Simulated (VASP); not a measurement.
# GaN (gw) (I-4m2) in VASP: G0W0 quasiparticle levels with PBEsol

Aim: the G0W0 quasiparticle levels of GaN (gw) with PBEsol.

All numbers are computed with VASP 6.6.1; they aren't measurements. Logs are shortened: lines on timing, memory, paths and dates and some standing lists are left out, and cuts for length are marked.

## (1) The cell of the first run

It takes space group I-4m2 (No. 119, tetragonal). The conventional cell has a = 3.149 Å, b = 3.149 Å, c = 4.547 Å, α = 90.00°, β = 90.00°, γ = 90.00°. Within 2.6 Å of Ga (site symmetry -4m2) lie 4 N at 1.94 Å. Within 2.6 Å of N (site symmetry -4m2) lie 4 Ga at 1.94 Å.

## (2) G0W0 quasiparticle levels, PBEsol

POSCAR

```
GaN
1.0
    0.0000000000      2.2266594371      2.2732819608
    2.2266594371      0.0000000000      2.2732819608
    2.2266594371      2.2266594371      0.0000000000
Ga N
1 1
Direct
    0.0000000000      0.0000000000      0.0000000000
    0.2500000000      0.2500000000      0.2500000000
```

INCAR.step1

```
  PREC = Accurate
  ENCUT = 500
  EDIFF = 1E-8
  ISMEAR = 0
  SIGMA = 0.01
  LREAL = False
  LASPH = True
  NELM = 80
  ALGO = Normal
  LWAVE = True
  LCHARG = False
  GGA = PS
```

INCAR.step2

```
  PREC = Accurate
  ENCUT = 500
  EDIFF = 1E-8
  ISMEAR = 0
  SIGMA = 0.01
  LREAL = False
  LASPH = True
  NELM = 1
  ALGO = Exact
  LWAVE = True
  LCHARG = False
  GGA = PS
  NBANDS = 60
  LOPTICS = True
  ISTART = 1
```

INCAR.step3

```
  PREC = Accurate
  ENCUT = 500
  EDIFF = 1E-8
  ISMEAR = 0
  SIGMA = 0.01
  LREAL = False
  LASPH = True
  ALGO = EVGW0
  LWAVE = False
  LCHARG = False
  GGA = PS
  NELMGW = 1
  NBANDS = 60
  ENCUTGW = 100.0
  NOMEGA = 48
  PRECFOCK = Fast
  ISTART = 1
  NBANDSGW = 17
```

KPOINTS

```
regular mesh
0
Gamma
  6 6 6
```

Potentials or basis: VASP PAW PBE potentials, release 64 (Ga_d_GW, N_GW).

The run is started by

```console
> cat potpaw_PBE.64/Ga_d_GW/POTCAR potpaw_PBE.64/N_GW/POTCAR > POTCAR
> cp INCAR.step1 INCAR
> mpirun -np 1 vasp_std > vasp.out
> cp INCAR.step2 INCAR
> mpirun -np 1 vasp_std > vasp.out
> cp INCAR.step3 INCAR
> mpirun -np 1 vasp_std > vasp.out
```

OUTCAR:

```text
PREC = Accurate
   ENCUT = 500
   EDIFF = 1E-8
   ISMEAR = 0
   LREAL = False
   LASPH = True
   GGA = PS
   NELMGW = 1
   ENCUTGW = 100.0
   PRECFOCK = Fast
   ISTART = 1

 ion  position               nearest neighbor table
   1  0.000  0.000  0.000-   2 1.94   2 1.94   2 1.94   2 1.94
   2  0.250  0.250  0.250-   1 1.94   1 1.94   1 1.94   1 1.94

  LATTYP: Found a body centered tetragonal cell.
 ALAT       =     3.1489719747
 C/A-ratio  =     1.4438248286

  Lattice vectors:

 A1 = (  -2.2266594371,   0.0000000000,   2.2732819608)
 A2 = (   2.2266594371,   0.0000000000,   2.2732819608)
 A3 = (   0.0000000000,   2.2266594371,  -2.2732819608)

Analysis of symmetry for initial positions (statically):
=====================================================================
 Subroutine PRICEL returns:
 Original cell was already a primitive cell.

 Routine SETGRP: Setting up the symmetry group for a
 body centered tetragonal supercell.

 Subroutine GETGRP returns: Found  8 space group operations
 (whereof  8 operations were pure point group operations)
 out of a pool of 16 trial point group operations.

The static configuration has the point symmetry D_2d.

Analysis of symmetry for dynamics (positions and initial velocities):
=====================================================================
 Subroutine PRICEL returns:
 Original cell was already a primitive cell.

 Routine SETGRP: Setting up the symmetry group for a
 body centered tetragonal supercell.

 Subroutine GETGRP returns: Found  8 space group operations
 (whereof  8 operations were pure point group operations)
 out of a pool of 16 trial point group operations.

The dynamic configuration has the point symmetry D_2d.

 Subroutine INISYM returns: Found  8 space group operations
 (whereof  8 operations are pure point group operations),
 and found     1 'primitive' translations

----------------------------------------------------------------------------------------

                                     Primitive cell

  volume of cell :      22.5419

  direct lattice vectors                    reciprocal lattice vectors
     0.000000000  2.226659437  2.273281961    -0.224551627  0.224551627  0.219946319
     2.226659437  0.000000000  2.273281961     0.224551627 -0.224551627  0.219946319
     2.226659437  2.226659437  0.000000000     0.224551627  0.224551627 -0.219946319

  length of vectors
     3.182109854  3.182109854  3.148971975     0.386294253  0.386294253  0.386294253

  position of ions in fractional coordinates (direct lattice)
     0.000000000  0.000000000  0.000000000
     0.250000000  0.250000000  0.250000000

  ion indices of the primitive-cell ions
   primitive index   ion index
                 1           1
                 2           2

----------------------------------------------------------------------------------------

 KPOINTS: regular mesh

Automatic generation of k-mesh.
 Grid dimensions read from file:
 generate k-points for:    6    6    6

 Generating k-lattice:

  Cartesian coordinates                     Fractional coordinates (reciprocal lattice)
    -0.037425271  0.037425271  0.036657720     0.166666667 -0.000000000  0.000000000
     0.037425271 -0.037425271  0.036657720    -0.000000000  0.166666667  0.000000000
     0.037425271  0.037425271 -0.036657720     0.000000000  0.000000000  0.166666667

  Length of vectors
     0.064382376  0.064382376  0.064382376

  Shift w.r.t. Gamma in fractional coordinates (k-lattice)
     0.000000000  0.000000000  0.000000000

 Subroutine IBZKPT returns following result:
 ===========================================

 Found     30 irreducible k-points:

 Following reciprocal coordinates:
            Coordinates               Weight
  0.000000  0.000000  0.000000      1.000000
  0.166667  0.000000  0.000000      8.000000
  0.333333  0.000000  0.000000      8.000000
  0.500000  0.000000  0.000000      4.000000
  0.166667  0.166667  0.000000      2.000000
  0.333333  0.166667  0.000000      8.000000
[... 16 lines left out ...]
  0.333333  0.000000  0.333333      4.000000
  0.500000 -0.000000  0.333333     16.000000
 [... further k-points ...]
   k-points           NKPTS =     30   k-points in BZ     NKDIM =    216   number of bands    NBANDS=     60
   number of dos      NEDOS =    301   number of ions     NIONS =      2
   total plane-waves  NPLWV =  13824
   dimension x,y,z NGX =    24 NGY =   24 NGZ =   24
   dimension x,y,z NGXF=    48 NGYF=   48 NGZF=   48
   ions per type =               1   1
   NGX,Y,Z   is equivalent  to a cutoff of  12.54, 12.54, 12.67 a.u.
   NGXF,Y,Z  is equivalent  to a cutoff of  25.08, 25.08, 25.34 a.u.
 SYSTEM =  unknown system
   PREC   = accura    normal or accurate (medium, high low for compatibility)
   ISTART =      1    job   : 0-new  1-cont  2-samecut
   ICHARG =      0    charge: 1-file 2-atom 10-const
   ISPIN  =      1    spin polarized calculation?
   LNONCOLLINEAR =      F non collinear calculations
   LSORBIT =      F    spin-orbit coupling
   LASPH  =      T    aspherical Exc in radial PAW
   ENCUT  =  500.0 eV  36.75 Ry    6.06 a.u.   5.80  5.80  5.74*2*pi/ulx,y,z
   NELM   =     60;   NELMIN=  2; NELMDL=  0     # of ELM steps
   EDIFF  = 0.1E-07   stopping-criterion for ELM
   LREAL  =      F    real-space projection
   EDIFFG = 0.1E-06   stopping-criterion for IOM
   NSW    =      0    number of steps for IOM
   IBRION =     -1    ionic relax: 0-MD 1-quasi-New 2-CG
   NFREE  =      0    steps in history (QN), initial steepest desc. (CG)
   ISIF   =      0    stress and relaxation
   ISYM   =      3    0-nonsym 1-usesym 2-fastsym
   POTIM  = 0.5000    time-step for ionic-motion
   TEBEG  =    0.0;   TEEND  =   0.0 temperature during run
   PSTRESS=    0.0 pullay stress
   NELECT =      18.0000    total number of electrons
   NUPDOWN=      -1.0000    fix difference up-down
   EMIN   =  10.00;   EMAX   =-10.00  energy-range for DOS
   EFERMI =   0.00;   METHOD = LEGACY
   ISMEAR =     0;   SIGMA  =   0.01  broadening in eV -4-tet -1-fermi 0-gaus
   EFERMI_NEDOS =   21; number of points for ismear=-14 and -15
   IALGO  =     38    algorithm
   IMIX   =      4    mixing-type and parameters
     AMIX     =   0.40;   BMIX     =  1.00
     AMIX_MAG =   1.60;   BMIX_MAG =  1.00
  volume/ion in A,a.u.               =      11.27        76.06
  Fermi-wavevector in a.u.,A,eV,Ry     =   1.518805  2.870125 31.385495  2.306769
  Thomas-Fermi vector in A             =   2.627876
   LORBIT       =      0    0 simple, 1 ext, 2 COOP (PROOUT), +10 PAW based schemes
   GGA     = PS    functional components
   LHFCALC =     T    Hartree Fock is set to
   PRECFOCK=fast      Normal, Fast or Accurate (Low or Medium for compatibility)
   ENCUT4O =  -1.0   cutoff for four orbital integrals eV
   NKREDX  =     1    reduce k-point grid by
   NKREDY  =     1    reduce k-point grid by
   NKREDZ  =     1    reduce k-point grid by
   AEXX    =    1.0000 exact exchange contribution
   HFSCREEN=    0.0000 screening length (either q_TF or 0.3 A-1)
   HFSCREENC=   0.0000 screening length for correlation (either q_TF or 0.3 A-1)
   ENCUTFOCK=  -1.0 apply spherical cutoff to Coloumb kernel
   IVDW    =     0    specifies the selected vdW correction
   LEPSILON=     F    determine dielectric tensor
   LRPA    =     F    only Hartree local field effects (RPA)
   LRPAFORCE           =     F    calculate RPA forces
   ENCUTGW             = 100.0    cutoff for response function in eV
   ENCUTGWSOFT         =  80.0    soft cutoff for Coulomb kernel in GW response function in eV
   ENCUTLF             =  -1.0    cutoff for local field effects
   NELMGW              =     1    number of iterations in solving QP/BSE equation
   NELMHF              =     1    number of iterations in the inner HF iteration
   NKREDLFX            =     1    NKREDLFY  =   1   NKREDLFZ  =   1
 non-spin polarized calculation
 Gauss-broadening in eV      SIGMA  =   0.01
  energy-cutoff  :      500.00
  volume of cell :       22.54
 maximum number of plane-waves:       588
  NGX = 14; NGY = 14; NGZ = 14
   NGX = 11   NGY = 11   NGZ = 11
 maximum number of plane-waves:        59
 NGX is ok and might be reduce to    14

 QP shifts <psi_nk| G(iteration)W_0 |psi_nk>: iteration 1
 for sc-GW calculations column KS-energies equals QP-energies in previous step
 and V_xc(KS)=  KS-energies - (<T + V_ion + V_H > + <T+V_H+V_ion>^1  + <V_x>^1)

 k-point   1 :       0.0000    0.0000    0.0000
  band No.  KS-energies  QP-energies   sigma(KS)   V_xc(KS)     V^pw_x(r,r')   Z            occupation Imag(sigma)

      1     -10.9316     -11.8629     -16.2145     -14.8225     -24.5313       0.6690       2.0000       1.1067
      2      -8.3642     -11.6245     -25.8969     -21.4332     -34.7066       0.7304       2.0000       0.2508
      3      -8.3411     -11.6032     -25.9195     -21.4523     -34.7384       0.7302       2.0000       0.2519
      4      -8.3411     -11.6032     -25.9195     -21.4523     -34.7384       0.7302       2.0000       0.2519
      5      -8.0133     -11.4170     -26.3794     -21.7682     -35.1369       0.7382       2.0000       0.1902
      6      -8.0108     -11.4226     -26.4016     -21.7852     -35.1586       0.7391       2.0000       0.1897
[... 9 lines left out ...]
     16      24.1048      24.7083      -9.3000     -10.0605      -3.0264       0.7935       0.0000      -0.7255
     17      24.1048      24.7083      -9.3000     -10.0605      -3.0264       0.7935       0.0000      -0.7255

 k-point   2 :       0.1667    0.0000    0.0000
  band No.  KS-energies  QP-energies   sigma(KS)   V_xc(KS)     V^pw_x(r,r')   Z            occupation Imag(sigma)

      1     -10.6336     -11.6714     -16.8558     -15.3290     -25.1795       0.6797       2.0000       1.0566
      2      -8.3222     -11.5928     -25.9491     -21.4749     -34.7636       0.7310       2.0000       0.2498
      3      -8.3058     -11.5788     -25.9711     -21.4935     -34.7932       0.7310       2.0000       0.2501
      4      -8.2255     -11.3873     -25.3546     -21.0424     -34.0598       0.7332       2.0000       0.2862
      5      -8.0136     -11.4151     -26.3814     -21.7704     -35.1411       0.7377       2.0000       0.1912
      6      -8.0136     -11.4151     -26.3814     -21.7704     -35.1411       0.7377       2.0000       0.1912
[... 9 lines left out ...]
     16      22.0929      22.8093     -10.0058     -10.9076      -4.3879       0.7943       0.0000      -0.4242
     17      25.7309      26.8359      -9.5463     -10.9361      -3.1003       0.7951       0.0000      -0.7819

 k-point   3 :       0.3333    0.0000    0.0000
  band No.  KS-energies  QP-energies   sigma(KS)   V_xc(KS)     V^pw_x(r,r')   Z            occupation Imag(sigma)
[... 421 lines left out ...]
      1      -9.9323     -11.6601     -20.3642     -17.8938     -28.9728       0.6994       2.0000       0.7635
      2      -8.2193     -11.4931     -25.7315     -21.2710     -34.4192       0.7340       2.0000       0.2286
      3      -8.1257     -11.4646     -26.2527     -21.7145     -35.0956       0.7357       2.0000       0.2412
      4      -8.1161     -11.4609     -26.2721     -21.7271     -35.1147       0.7359       2.0000       0.2396
      5      -7.9504     -11.3709     -26.4676     -21.8475     -35.2480       0.7404       2.0000       0.1914
      6      -7.2882      -9.7494     -22.7242     -19.3498     -30.8824       0.7294       2.0000       0.4420
[... 9 lines left out ...]
     16      27.9511      29.0890     -10.8755     -12.2991      -4.3853       0.7994       0.0000      -0.9621
     17      30.5284      31.4720      -9.5573     -10.7245      -2.8938       0.8084       0.0000      -1.1443

 k-point  24 :       0.5000   -0.0000    0.3333
  band No.  KS-energies  QP-energies   sigma(KS)   V_xc(KS)     V^pw_x(r,r')   Z            occupation Imag(sigma)

      1      -9.8116     -11.8064     -21.5226     -18.6950     -30.2439       0.7055       2.0000       0.6621
      2      -8.2342     -11.5189     -25.8185     -21.3399     -34.5312       0.7334       2.0000       0.2278
      3      -8.0915     -11.4517     -26.2809     -21.7192     -35.1079       0.7366       2.0000       0.2311
      4      -8.0806     -11.4409     -26.3173     -21.7576     -35.1529       0.7369       2.0000       0.2327
      5      -7.9462     -11.3702     -26.4761     -21.8571     -35.2648       0.7413       2.0000       0.1942
      6      -6.4400      -8.6556     -22.4203     -19.3814     -30.4326       0.7291       2.0000       0.4634
[... 9 lines left out ...]
     16      27.6934      28.8752     -11.1686     -12.6557      -4.4499       0.7947       0.0000      -1.0325
     17      29.8827      30.9709      -9.6859     -11.0311      -3.3038       0.8090       0.0000      -0.9772

 [... further k-points ...]
```

Wall time 5.9 min (1 thread of Intel Xeon 6975P-C, shared host); peak memory 0.39 GiB.

Results:

- Band gap on the k mesh, mean-field level: 1.75 eV, direct
- Quasiparticle gap: 2.95 eV
- Least direct quasiparticle gap: 2.95 eV

Levels at points of the mesh, in eV from the valence-band top:
| k point | band 7 | band 8 | band 9 | band 10 | band 11 | band 12 |
| --- | --- | --- | --- | --- | --- | --- |
| (0.00, 0.00, 0.00) | -0.10 | 0.00 | 0.00 | 1.75 | 10.24 | 10.24 |
| (0.50, 0.00, 0.00) | -7.25 | -1.11 | -0.95 | 4.62 | 8.68 | 10.15 |
| (0.50, 0.50, 0.00) | -6.44 | -2.71 | -2.71 | 3.29 | 6.84 | 11.46 |
| (0.50, 0.00, 0.50) | -6.21 | -2.88 | -2.87 | 3.15 | 6.50 | 11.75 |

Caveat: bands, screening cutoff and mesh are small and nothing is extrapolated, so the quasiparticle values aren't converged.
